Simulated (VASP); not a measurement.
A run of VASP 6.6.1 is set up as follows.

Contents of INCAR:

```
SYSTEM = TiC
PREC     = Accurate       ! precision mode
ENCUT    = 520            ! plane-wave cutoff, eV
EDIFF    = 1E-7           ! SCF threshold, eV
ISMEAR   = -1             ! smearing method
SIGMA    = 0.05           ! smearing width, eV
LREAL    = .False.        ! projectors in reciprocal space
LASPH    = .True.         ! aspherical terms in the spheres
NELM     = 60             ! most SCF steps
ALGO     = Normal         ! electronic algorithm
ISIF     = 2              ! what is computed and relaxed
LWAVE    = .False.        ! write WAVECAR
LCHARG   = .False.        ! write CHGCAR
NBANDS   = 15             ! bands
```

KPOINTS

```
Automatic mesh
0
Gamma
  11 11 11
  0 0 0
```

Contents of POSCAR:

```
TiC
1.0
    0.0000000000      2.2081947028      2.2081947028
    2.2081947028      0.0000000000      2.2081947028
    2.2081947028      2.2081947028      0.0000000000
Ti C
1 1
Direct
    0.0000000000      0.0000000000      0.0000000000
    0.5000000000      0.5000000000      0.5000000000
```

Potentials or basis: VASP PAW LDA potentials, release 64 (Ti_sv, C).

Run with:

```console
$ cat potpaw_LDA.64/Ti_sv/POTCAR potpaw_LDA.64/C/POTCAR > POTCAR
$ mpirun -np 1 vasp_std > vasp.out
```

Problem. Estimate the pressure.

Solution. -23.8 GPa.

Problem. Estimate the band gap on the k mesh.

Solution. Zero (band 8 reaches 9.16 eV, above the bottom of band 9 at 8.15 eV).
